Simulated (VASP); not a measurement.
# MnO2 (P-3m1) in VASP: settings compared, part 2 of 2

VASP 6.6.1. The steps go on from the part before.

### Step 4. Relaxation of cell and atoms, PBEsol, collinear spin, ferromagnetic start

This run uses another cell than the first one, of 10.84 Å³/atom, 0.962 times its volume.

Contents of INCAR:

```
PREC     = Accurate       # precision mode
ENCUT    = 600            # plane-wave cutoff, eV
EDIFF    = 1E-6           # SCF threshold, eV
ISMEAR   = -1             # smearing method
SIGMA    = 0.05           # smearing width, eV
LREAL    = False          # projectors in reciprocal space
LASPH    = True           # aspherical terms in the spheres
NELM     = 150            # most SCF steps
ALGO     = Normal         # electronic algorithm
ISIF     = 3              # what is computed and relaxed
LWAVE    = False          # write WAVECAR
LCHARG   = False          # write CHGCAR
ISPIN    = 2              # spin polarisation
MAGMOM   = 4 0 0          # initial moments
LORBIT   = 11             # projections on sites
LMAXMIX  = 4              # l up to which the mixer works
GGA      = PS             # functional
IBRION   = 2              # ionic algorithm
NSW      = 80             # ionic steps
EDIFFG   = -0.01          # ionic threshold
```

Contents of KPOINTS:

```
Automatic mesh
0
Gamma
  11 11 6
```

Contents of POSCAR:

```
MnO2
1.0
    2.8565781804      0.0000000000      0.0000000000
   -1.4282890902      2.4738692722      0.0000000000
    0.0000000000      0.0000000000      4.6013740589
Mn O
1 2
Direct
    0.0000000000      0.0000000000      0.5000000000
    0.3333333333      0.6666666667      0.7062925700
    0.6666666667      0.3333333333      0.2937074300
```

Potentials or basis: VASP PAW PBE potentials, release 64 (Mn_pv, O).

Run with:

```console
> cat potpaw_PBE.64/Mn_pv/POTCAR potpaw_PBE.64/O/POTCAR > POTCAR
> mpirun -np 1 vasp_std > vasp.out
```

Wall time 21 min (1 thread of Intel Xeon Platinum 8259CL at 2.50GHz (Skylake/Cascade Lake), shared host); peak memory 0.25 GiB.

The run converged. Its results:

```yaml
Free_energy: -25.0604 eV
Relaxed_volume: 11.22 Å³/atom
Relaxed_cell: a = 2.846 Å, b = 2.846 Å, c = 4.798 Å, α = 90.00°, β = 90.00°, γ = 120.00°
Space_group_after_relaxing_to_0.05_Å: P-3m1 (No. 164)
Energy_gained_by_relaxing: 1.3 meV/atom
Ionic_steps: 26
Pressure_after_relaxing: -0.1 GPa
Largest_force_after_relaxing: 0.005 eV/Å
Band_gap_on_the_k_mesh: 0.71 eV, indirect (least direct gap 0.76 eV)
Net_moment: 3.00 μB per cell
Site_moments: Mn +2.83; O +0.04 μB
Valence_electrons_inside_the_program's_atomic_spheres: Mn 11.79; O 4.98
```

Forces on the atoms (eV/Å):
```
Mn   0.000  0.000  0.000
O    0.000  0.000  0.005
O    0.000  0.000 -0.005
```

Stress tensor (GPa, compression positive):
```
-0.13  0.00  0.00
 0.00 -0.13  0.00
 0.00  0.00  0.10
```

The path:
```tsv
step	energy change (eV)	largest force (eV/Å)	pressure (GPa)	volume (Å³)
1	0.0000	0.0856	-1.47	32.52
2	0.0012	0.1904	2.47	32.05
3	-0.0013	0.0291	0.18	32.32
4	-0.0017	0.0073	0.18	32.33
5	-0.0018	0.0472	0.16	32.35
6	-0.0018	0.0345	0.10	32.34
7	-0.0018	0.0306	0.16	32.34
8	-0.0019	0.0342	0.07	32.39
9	-0.0023	0.0455	-0.21	32.56
10	-0.0027	0.0687	-0.66	32.89
11	-0.0027	0.0655	-0.71	32.89
12	-0.0028	0.0567	-0.47	32.92
13	-0.0031	0.0365	-0.33	32.97
14	-0.0034	0.0025	0.01	33.07
15	-0.0034	0.0813	0.78	33.28
16	-0.0035	0.0337	0.35	33.16
17	-0.0035	0.0461	0.52	33.19
18	-0.0036	0.0495	0.44	33.27
19	-0.0036	0.0506	0.47	33.31
20	-0.0037	0.0535	0.46	33.40
21	-0.0037	0.0593	0.45	33.58
22	-0.0039	0.0255	0.23	33.62
23	-0.0039	0.0057	-0.08	33.66
24	-0.0039	0.0007	-0.08	33.65
25	-0.0039	0.0102	0.07	33.64
26	-0.0039	0.0046	-0.05	33.65
```

Final structure:
```
Mn O
1.0
     2.84571    0.00000    0.00000
    -1.42286    2.46446    0.00000
     0.00000    0.00000    4.79798
Mn O
1 2
Direct
  0.00000 0.00000 0.50000
  0.33333 0.66667 0.69814
  0.66667 0.33333 0.30186
```

Levels at points of the mesh, in eV from the valence-band top:
Spin up:
| k point | band 11 | band 12 | band 13 | band 14 | band 15 | band 16 | band 17 | band 18 |
| --- | --- | --- | --- | --- | --- | --- | --- | --- |
| (0.00, 0.00, 0.00) | -1.47 | -1.47 | -1.38 | -0.32 | 2.87 | 2.87 | 6.92 | 10.22 |
| (0.00, 0.00, 0.50) | -2.40 | -1.49 | -1.49 | -0.05 | 2.90 | 2.90 | 8.89 | 9.21 |
Spin down:
| k point | band 9 | band 10 | band 11 | band 12 | band 13 | band 14 |
| --- | --- | --- | --- | --- | --- | --- |
| (0.00, 0.00, 0.00) | -1.37 | -1.37 | -1.20 | 0.72 | 0.72 | 2.36 |
| (0.00, 0.00, 0.50) | -2.28 | -1.40 | -1.40 | 0.71 | 0.71 | 2.49 |

Caveat: the PAW data sets were made with another functional, which shifts forces and pressure a little; a cell with one magnetic atom can't hold antiferromagnetic order, which such compounds often take. A k mesh can miss the band edges.

### Step 5. Relaxation of cell and atoms, PBEsol, collinear spin, ferromagnetic start, target pressure 5 GPa, at which the enthalpy is minimised

This run uses another cell than the first one, of 10.84 Å³/atom, 0.962 times its volume.

INCAR, as its differences from that of step 4:

```diff
@@ -2,3 +2,3 @@
 ENCUT    = 600            # plane-wave cutoff, eV
-EDIFF    = 1E-6           # SCF threshold, eV
+EDIFF    = 1E-7           # SCF threshold, eV
 ISMEAR   = -1             # smearing method
@@ -20 +20,2 @@
 EDIFFG   = -0.01          # ionic threshold
+PSTRESS  = 50.0
```

Contents of KPOINTS:

```
regular mesh
0
Gamma
  11 11 6
```

POSCAR is that of step 4.

Run with:

```console
> cat potpaw_PBE.64/Mn_pv/POTCAR potpaw_PBE.64/O/POTCAR > POTCAR
> mpirun -np 1 vasp_std > vasp.out
```

Run time: 13 min. Hardware: 1 thread of Intel Xeon Platinum 8259CL at 2.50GHz (Skylake/Cascade Lake), shared host; peak memory 0.26 GiB.

Results (log left out):

| Quantity | Value |
| --- | --- |
| Free energy | -25.0147 eV |
| Relaxed volume | 9.71 Å³/atom |
| Relaxed cell | a = 2.825 Å, b = 2.825 Å, c = 4.216 Å, α = 90.00°, β = 90.00°, γ = 120.00° |
| Space group after relaxing (to 0.05 Å) | P-3m1 (No. 164) |
| Energy change on relaxing (the enthalpy is what falls) | +13.9 meV/atom |
| Ionic steps | 12 |
| Pressure after relaxing | 4.9 GPa |
| Largest force after relaxing | 0.007 eV/Å |
| Band gap on the k mesh | 0.52 eV, indirect (least direct gap 0.60 eV) |
| Net moment | 3.00 μB per cell |
| Site moments | Mn +2.81; O +0.06 μB |
| Valence electrons inside the program's atomic spheres | Mn 11.84; O 4.99 |

Forces on the atoms (eV/Å):
```
Mn   0.000  0.000  0.000
O    0.000  0.000 -0.007
O    0.000  0.000  0.007
```

Stress tensor (GPa, compression positive):
```
4.98 0.00 0.00
0.00 4.98 0.00
0.00 0.00 4.89
```

The path:
| step | energy change (eV) | largest force (eV/Å) | pressure (GPa) | volume (Å³) |
| --- | --- | --- | --- | --- |
| 1 | 0.0000 | 0.0855 | -1.45 | 32.52 |
| 2 | 0.0793 | 1.0017 | 14.22 | 30.51 |
| 3 | 0.0085 | 0.3462 | 4.63 | 31.65 |
| 4 | 0.0096 | 0.2191 | 4.65 | 31.32 |
| 5 | 0.0241 | 0.0704 | 4.67 | 30.57 |
| 6 | 0.0256 | 0.0562 | 4.85 | 30.28 |
| 7 | 0.0376 | 0.0109 | 5.65 | 29.40 |
| 8 | 0.1162 | 0.0375 | 9.31 | 27.61 |
| 9 | 0.0473 | 0.0647 | 6.68 | 29.02 |
| 10 | 0.0391 | 0.2280 | 2.04 | 29.35 |
| 11 | 0.0421 | 0.0481 | 4.90 | 29.14 |
| 12 | 0.0418 | 0.0066 | 4.95 | 29.14 |

Final structure:
```
Mn O
1.0
     2.82514    0.00000    0.00000
    -1.41257    2.44664    0.00000
     0.00000    0.00000    4.21650
Mn O
1 2
Cartesian
  0.0000 0.0000 2.1082
  0.0000 1.6311 3.0610
  1.4126 0.8155 1.1555
```

Levels at points of the mesh, in eV from the valence-band top:
Spin up:
| k point | band 12 | band 13 | band 14 | band 15 | band 16 | band 17 |
| --- | --- | --- | --- | --- | --- | --- |
| (0.00, 0.00, 0.00) | -1.62 | -1.03 | -0.54 | 2.71 | 2.71 | 7.33 |
| (0.00, 0.00, 0.50) | -1.75 | -1.75 | -0.08 | 2.85 | 2.85 | 9.53 |
Spin down:
| k point | band 9 | band 10 | band 11 | band 12 | band 13 | band 14 |
| --- | --- | --- | --- | --- | --- | --- |
| (0.00, 0.00, 0.00) | -1.51 | -1.51 | -0.82 | 0.54 | 0.54 | 2.19 |
| (0.00, 0.00, 0.50) | -2.96 | -1.64 | -1.64 | 0.52 | 0.52 | 2.38 |

Caveat: the cell is relaxed towards a set pressure, so the enthalpy falls and the energy may rise; the PAW data sets were made with another functional, which shifts forces and pressure a little; a cell with one magnetic atom can't hold antiferromagnetic order, which such compounds often take.

### Step 6. Single point, PBEsol, collinear spin, ferromagnetic start

This run uses another cell than the first one, of the same volume but with other edges.

Contents of INCAR:

```
SYSTEM = MnO2
PREC = Accurate ; ENCUT = 600
EDIFF = 1E-6 ; ISMEAR = -1
SIGMA = 0.05 ; LREAL = .FALSE.
LASPH = .TRUE. ; NELM = 200
ALGO = Normal ; ISIF = 2
LWAVE = .FALSE. ; LCHARG = .FALSE.
ISPIN = 2 ; MAGMOM = 4 0 0
LORBIT = 11 ; LMAXMIX = 4
GGA = PS ; NBANDS = 24
GGA_COMPAT = .FALSE.
```

Contents of KPOINTS:

```
Automatic mesh
0
G
  9 9 5
  0 0 0
```

Contents of POSCAR:

```
MnO2
1.0
    2.8565781804      0.0000000000      0.0000000000
   -1.4282890902      2.4738692722      0.0000000000
    0.0000000000      0.0000000000      4.7854290213
Mn O
1 2
Direct
    0.0000000000      0.0000000000      0.5000000000
    0.3333333333      0.6666666667      0.6967635751
    0.6666666667      0.3333333333      0.3032364249
```

Potentials or basis: VASP PAW PBE potentials, release 64 (Mn_sv, O).

Run with:

```console
> cat potpaw_PBE.64/Mn_sv/POTCAR potpaw_PBE.64/O/POTCAR > POTCAR
> mpirun -np 1 vasp_std > vasp.out
```

Run time: 43 s. Hardware: 1 thread of Intel Xeon 6975P-C (Granite Rapids), shared host; peak memory 0.21 GiB.

The run converged. Its results:

| Item | Value |
| --- | --- |
| Free energy | -25.2578 eV |
| Pressure | -2.2 GPa |
| Largest force | 0.005 eV/Å |
| Band gap on the k mesh | 0.74 eV, indirect (least direct gap 0.79 eV) |
| Net moment | 3.00 μB per cell |
| Site moments | Mn +2.72; O +0.04 μB |
| Valence electrons inside the program's atomic spheres | Mn 12.78; O 4.98 |

Forces on the atoms (eV/Å):
```
Mn   0.000  0.000  0.000
O    0.000  0.000 -0.005
O    0.000  0.000  0.005
```

Stress tensor (GPa, compression positive):
```
-2.95  0.00  0.00
 0.00 -2.95  0.00
 0.00  0.00 -0.80
```

Levels at points of the mesh, in eV from the valence-band top:
Spin up:
```
           k point  band 13  band 14  band 15  band 16  band 17  band 18
(0.00, 0.00, 0.00)    -1.50    -1.40    -0.30     2.89     2.89     6.84
```
Spin down:
| k point | band 10 | band 11 | band 12 | band 13 | band 14 | band 15 |
| --- | --- | --- | --- | --- | --- | --- |
| (0.00, 0.00, 0.00) | -1.42 | -1.42 | -1.22 | 0.74 | 0.74 | 2.42 |

Caveat: the PAW data sets were made with another functional, which shifts forces and pressure a little; a cell with one magnetic atom can't hold antiferromagnetic order, which such compounds often take. A k mesh can miss the band edges.

### Step 7. Overview

| task | level | potentials or basis | cell | k mesh | cutoff (eV) | second run | gap on the mesh (eV) | pressure (GPa) | moment (μB) | largest force (eV/Å) |
| --- | --- | --- | --- | --- | --- | --- | --- | --- | --- | --- |
| single point | LDA | VASP PAW LDA potentials, release 64 (Mn_pv, O) | a = 2.894, b = 2.894, c = 4.662 Å, angles 90.0, 90.0, 120.0°, 3 atoms | 11 × 11 × 6 | 520 | - | 0.45 | -14.6 | 3.00 | 0.98 |
| single point | LDA | VASP PAW LDA potentials, release 64 (Mn_pv, O) | a = 2.913, b = 2.913, c = 4.692 Å, angles 90.0, 90.0, 120.0°, 3 atoms | 11 × 11 × 6 | 520 | - | 0.52 | -17.5 | 3.00 | 1.21 |
| relaxation of cell and atoms | PBEsol | VASP PAW PBE potentials, release 64 (Mn_pv, O) | relaxed from a = 2.857, b = 2.857, c = 4.601 Å, angles 90.0, 90.0, 120.0°, 3 atoms | 11 × 11 × 6 | 600 | - | 0.71 | -0.1 | 3.00 | - |
| relaxation of cell and atoms | PBEsol | VASP PAW PBE potentials, release 64 (Mn_pv, O) | relaxed to 5 GPa from a = 2.857, b = 2.857, c = 4.601 Å, angles 90.0, 90.0, 120.0°, 3 atoms | 11 × 11 × 6 | 600 | - | 0.52 | 4.9 | 3.00 | 0.01 |
| single point | PBEsol | VASP PAW PBE potentials, release 64 (Mn_sv, O) | a = 2.857, b = 2.857, c = 4.785 Å, angles 90.0, 90.0, 120.0°, 3 atoms | 9 × 9 × 5 | 600 | valence_matched | 0.74 | -2.2 | 3.00 | - |

Alike in all rows: spin collinear, ferromagnetic start; smearing fermi-dirac 0.05 eV.

Caveats: a cell with one magnetic atom can't hold antiferromagnetic order, which such compounds often take; the PAW data sets were made with another functional, which shifts forces and pressure a little (some runs); forces of over 1 eV/Å act on the atoms, so gaps and moduli don't describe the material at rest (some runs); the cell is relaxed towards a set pressure, so the enthalpy falls and the energy may rise (some runs).

Total energies depend on the potentials used, so only differences within one code and one set of settings carry meaning.
